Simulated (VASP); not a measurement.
# Se (Fd-3m) in VASP: a series of runs, part 2 of 2

VASP 6.6.1.

**3. Single point, BLYP**

This run uses another cell than the first one, of 34.22 Å³/atom, 1.162 times its volume.

The input, INCAR:

```
SYSTEM = Se
AGGAC = 1.0
AGGAX = 1.0
ALDAC = 0.0
ALDAX = 1.0
ALGO = Normal
EDIFF = 1E-7
ENCUT = 520
GGA = B5
ISIF = 2
ISMEAR = -1
LASPH = .TRUE.
LCHARG = .FALSE.
LREAL = .FALSE.
LWAVE = .FALSE.
NBANDS = 13
NELM = 60
PREC = Accurate
SIGMA = 0.1
```

The input, KPOINTS:

```
k-points
0
G
  14 14 14
  0 0 0
```

The input, POSCAR:

```
Se
1.0
    0.0000000000      3.2464690044      3.2464690044
    3.2464690044      0.0000000000      3.2464690044
    3.2464690044      3.2464690044      0.0000000000
Se
2
Direct
    0.1250000000      0.1250000000      0.1250000000
    0.8750000000      0.8750000000      0.8750000000
```

Potentials or basis: VASP PAW PBE potentials, release 64 (Se).

The run is started by

```bash
$ cat potpaw_PBE.64/Se/POTCAR > POTCAR
$ mpirun -np 1 vasp_std > vasp.out
```

OUTCAR:

```text
SYSTEM = Se
   EDIFF = 1E-7
   ENCUT = 520
   GGA = B5
   ISIF = 2
   ISMEAR = -1
   LASPH = .TRUE.
   LREAL = .FALSE.
   NELM = 60
   PREC = Accurate

 ion  position               nearest neighbor table
   1  0.125  0.125  0.125-
   2  0.875  0.875  0.875-

  LATTYP: Found a face centered cubic cell.
 ALAT       =     6.4929380088

  Lattice vectors:

 A1 = (   0.0000000000,   3.2464690044,   3.2464690044)
 A2 = (   3.2464690044,   0.0000000000,   3.2464690044)
 A3 = (   3.2464690044,   3.2464690044,   0.0000000000)

Analysis of symmetry for initial positions (statically):
=====================================================================
 Subroutine PRICEL returns:
 Original cell was already a primitive cell.

 Routine SETGRP: Setting up the symmetry group for a
 face centered cubic supercell.

 Subroutine GETGRP returns: Found 48 space group operations
 (whereof 12 operations were pure point group operations)
 out of a pool of 48 trial point group operations.

The static configuration has the point symmetry D_3d.
 The point group associated with its full space group is O_h .

Analysis of symmetry for dynamics (positions and initial velocities):
=====================================================================
 Subroutine PRICEL returns:
 Original cell was already a primitive cell.

 Routine SETGRP: Setting up the symmetry group for a
 face centered cubic supercell.

 Subroutine GETGRP returns: Found 48 space group operations
 (whereof 12 operations were pure point group operations)
 out of a pool of 48 trial point group operations.

The dynamic configuration has the point symmetry D_3d.
 The point group associated with its full space group is O_h .

 Subroutine INISYM returns: Found 48 space group operations
 (whereof 12 operations are pure point group operations),
 and found     1 'primitive' translations

----------------------------------------------------------------------------------------

                                     Primitive cell

  volume of cell :      68.4327

  direct lattice vectors                    reciprocal lattice vectors
     0.000000000  3.246469004  3.246469004    -0.154013483  0.154013483  0.154013483
     3.246469004  0.000000000  3.246469004     0.154013483 -0.154013483  0.154013483
     3.246469004  3.246469004  0.000000000     0.154013483  0.154013483 -0.154013483

  length of vectors
     4.591200496  4.591200496  4.591200496     0.266759178  0.266759178  0.266759178

  position of ions in fractional coordinates (direct lattice)
     0.125000000  0.125000000  0.125000000
     0.875000000  0.875000000  0.875000000

  ion indices of the primitive-cell ions
   primitive index   ion index
                 1           1
                 2           2

----------------------------------------------------------------------------------------

 KPOINTS: k-points

Automatic generation of k-mesh.
 Grid dimensions read from file:
 generate k-points for:   14   14   14

 Generating k-lattice:

  Cartesian coordinates                     Fractional coordinates (reciprocal lattice)
    -0.011000963  0.011000963  0.011000963     0.071428571  0.000000000  0.000000000
     0.011000963 -0.011000963  0.011000963     0.000000000  0.071428571  0.000000000
     0.011000963  0.011000963 -0.011000963     0.000000000  0.000000000  0.071428571

  Length of vectors
     0.019054227  0.019054227  0.019054227

  Shift w.r.t. Gamma in fractional coordinates (k-lattice)
     0.000000000  0.000000000  0.000000000

 Subroutine IBZKPT returns following result:
 ===========================================

 Found    104 irreducible k-points:

 Following reciprocal coordinates:
            Coordinates               Weight
  0.000000  0.000000  0.000000      1.000000
  0.071429  0.000000  0.000000      8.000000
  0.142857  0.000000  0.000000      8.000000
  0.214286  0.000000  0.000000      8.000000
  0.285714  0.000000  0.000000      8.000000
  0.357143  0.000000  0.000000      8.000000
[... 16 lines left out ...]
  0.214286  0.142857  0.000000     24.000000
  0.285714  0.142857  0.000000     24.000000
 [... further k-points ...]
   k-points           NKPTS =    104   k-points in BZ     NKDIM =    104   number of bands    NBANDS=     13
   number of dos      NEDOS =    301   number of ions     NIONS =      2
   total plane-waves  NPLWV =  46656
   dimension x,y,z NGX =    36 NGY =   36 NGZ =   36
   dimension x,y,z NGXF=    72 NGYF=   72 NGZF=   72
   ions per type =               2
   NGX,Y,Z   is equivalent  to a cutoff of  13.04, 13.04, 13.04 a.u.
   NGXF,Y,Z  is equivalent  to a cutoff of  26.07, 26.07, 26.07 a.u.
 SYSTEM =  Se
   PREC   = accura    normal or accurate (medium, high low for compatibility)
   ISTART =      0    job   : 0-new  1-cont  2-samecut
   ICHARG =      2    charge: 1-file 2-atom 10-const
   ISPIN  =      1    spin polarized calculation?
   LNONCOLLINEAR =      F non collinear calculations
   LSORBIT =      F    spin-orbit coupling
   LASPH  =      T    aspherical Exc in radial PAW
   ENCUT  =  520.0 eV  38.22 Ry    6.18 a.u.   8.54  8.54  8.54*2*pi/ulx,y,z
   NELM   =     60;   NELMIN=  2; NELMDL= -5     # of ELM steps
   EDIFF  = 0.1E-06   stopping-criterion for ELM
   LREAL  =      F    real-space projection
   EDIFFG = 0.1E-05   stopping-criterion for IOM
   NSW    =      0    number of steps for IOM
   IBRION =     -1    ionic relax: 0-MD 1-quasi-New 2-CG
   NFREE  =      0    steps in history (QN), initial steepest desc. (CG)
   ISIF   =      2    stress and relaxation
   ISYM   =      2    0-nonsym 1-usesym 2-fastsym
   POTIM  = 0.5000    time-step for ionic-motion
   TEBEG  =    0.0;   TEEND  =   0.0 temperature during run
   PSTRESS=    0.0 pullay stress
   NELECT =      12.0000    total number of electrons
   NUPDOWN=      -1.0000    fix difference up-down
   EMIN   =  10.00;   EMAX   =-10.00  energy-range for DOS
   EFERMI =   0.00;   METHOD = LEGACY
   ISMEAR =    -1;   SIGMA  =   0.10  broadening in eV -4-tet -1-fermi 0-gaus
   EFERMI_NEDOS =   21; number of points for ismear=-14 and -15
   IALGO  =     38    algorithm
   IMIX   =      4    mixing-type and parameters
     AMIX     =   0.40;   BMIX     =  1.00
     AMIX_MAG =   1.60;   BMIX_MAG =  1.00
  volume/ion in A,a.u.               =      34.22       230.90
  Fermi-wavevector in a.u.,A,eV,Ry     =   0.916320  1.731594 11.424036  0.839643
  Thomas-Fermi vector in A             =   2.041162
   LORBIT       =      0    0 simple, 1 ext, 2 COOP (PROOUT), +10 PAW based schemes
   GGA     = B5    functional components
   LHFCALC =     F    Hartree Fock is set to
   AEXX    =    0.0000 exact exchange contribution
   IVDW    =     0    specifies the selected vdW correction
   LEPSILON=     F    determine dielectric tensor
   LRPA    =     F    only Hartree local field effects (RPA)
 non-spin polarized calculation
  energy-cutoff  :      520.00
  volume of cell :       68.43
 maximum number of plane-waves:      1868
 NGX is ok and might be reduce to    36
   NGX = 17   NGY = 17   NGZ = 17

 number of electron      12.0000002 magnetization

 Free energy of the ion-electron system (eV)
  ---------------------------------------------------
  ext. energy  EPLUGINS =         0.00000000
  ---------------------------------------------------
  free energy    TOTEN  =        -5.15808728 eV

  energy without entropy =       -5.10014350  energy(sigma->0) =       -5.12911539

 E-fermi :   1.7138     XC(G=0):  -7.3718

 val. band max:        1.7109946820   @ k =  -0.2857   0.1429   0.0000
 cond. band min:       1.7191343406   @ k =   0.2143   0.0714   0.0000
 fundamental gap:      0.0081396586
 Fermi energy:         1.7137922865

 k-point     1 :       0.0000    0.0000    0.0000
  band No.  band energies     occupation
      1     -13.0313      2.00000
      2      -8.7838      2.00000
      3      -1.3504      2.00000
      4      -1.3504      2.00000
      5      -1.3504      2.00000
      6       1.0856      1.99627
      7       1.0856      1.99627
      8       1.0856      1.99627
      9       6.2863      0.00000
     10       9.5916      0.00000
     11       9.5916      0.00000
     12      11.3498      0.00000
     13      11.3498      0.00000
[... 353 lines left out ...]
 k-point    24 :       0.2857    0.1429    0.0000
  band No.  band energies     occupation
      1     -12.6195      2.00000
      2      -9.5771      2.00000
      3      -2.1147      2.00000
      4      -1.9932      2.00000
      5      -0.9490      2.00000
      6       0.9067      1.99938
      7       2.0907      0.04509
      8       2.2095      0.01397
      9       7.9149      0.00000
     10       8.0263      0.00000
     11       9.8940      0.00000
     12      11.5423      0.00000
     13      12.7338      0.00000

 [... further k-points ...]
[... 5 lines left out ...]
  --------------------------------------------------------------------------------------
  -------------------------------------------------------------------------------------
  Total        0.0379414      0.0379414      0.0379414      0.0000000     -0.0000000     -0.0000000
  in kB        0.8883012      0.8883012      0.8883012      0.0000000     -0.0000000     -0.0000000
  external PRESSURE =       0.8883012 kB  Pullay stress =       0.0000000 kB

 VOLUME and BASIS-vectors are now :
 -----------------------------------------------------------------------------
  energy-cutoff  :      520.00
  volume of cell :       68.43
      direct lattice vectors                 reciprocal lattice vectors
     0.000000000  3.246469004  3.246469004    -0.154013483  0.154013483  0.154013483
     3.246469004  0.000000000  3.246469004     0.154013483 -0.154013483  0.154013483
     3.246469004  3.246469004  0.000000000     0.154013483  0.154013483 -0.154013483

 POSITION                                       TOTAL-FORCE (eV/Angst)
 -----------------------------------------------------------------------------------
      0.81162      0.81162      0.81162        -0.000000     -0.000000     -0.000000
      5.68132      5.68132      5.68132         0.000000      0.000000      0.000000
 -----------------------------------------------------------------------------------
    total drift:                               -0.000000     -0.000000     -0.000000

  FREE ENERGIE OF THE ION-ELECTRON SYSTEM (eV)
  ---------------------------------------------------
  free  energy   TOTEN  =        -5.1580872772 eV

  energy  without entropy=       -5.1001434972  energy(sigma->0) =       -5.12911539
```

stdout:

```text
POSCAR found type information on POSCAR Se
 POSCAR found :  1 types and       2 ions
 scaLAPACK will be used
 -----------------------------------------------------------------------------
|                                                                             |
|                                                                             |
|     You enforced a specific xc type in the INCAR file but a different       |
|     I HOPE YOU KNOW WHAT YOU ARE DOING!                                     |
|                                                                             |
 -----------------------------------------------------------------------------

 LDA part: xc-table for (Slater(with rela. corr.)+VWN5), standard interpolation
 POSCAR, INCAR and KPOINTS ok, starting setup
 FFT: planning ... GRIDC
 FFT: planning ... GRID_SOFT
 FFT: planning ... GRID
 WAVECAR not read
 entering main loop
```

It took 47 s on 1 thread of Intel Xeon 6975P-C (Granite Rapids), shared host; peak memory 0.24 GiB.

What came out:

| Property | Result |
| --- | --- |
| Free energy | -5.1581 eV |
| Pressure | 0.1 GPa |
| Band gap on the k mesh | zero (band 6 reaches 2.04 eV, above the bottom of band 7 at 1.09 eV) |

Levels at points of the mesh, in eV from the Fermi level:
| k point | band 2 | band 3 | band 4 | band 5 | band 6 | band 7 | band 8 | band 9 | band 10 | band 11 |
| --- | --- | --- | --- | --- | --- | --- | --- | --- | --- | --- |
| (0.00, 0.00, 0.00) | -10.50 | -3.06 | -3.06 | -3.06 | -0.63 | -0.63 | -0.63 | 4.57 | 7.88 | 7.88 |
| (0.50, 0.00, 0.00) | -11.96 | -3.75 | -3.69 | -3.69 | 0.33 | 0.33 | 1.33 | 7.01 | 7.08 | 8.07 |
| (0.50, 0.50, 0.00) | -13.00 | -4.37 | -4.37 | -1.75 | -1.75 | 1.85 | 1.85 | 6.32 | 6.32 | 9.85 |

Caveat: the PAW data sets were made with another functional, which shifts forces and pressure a little.
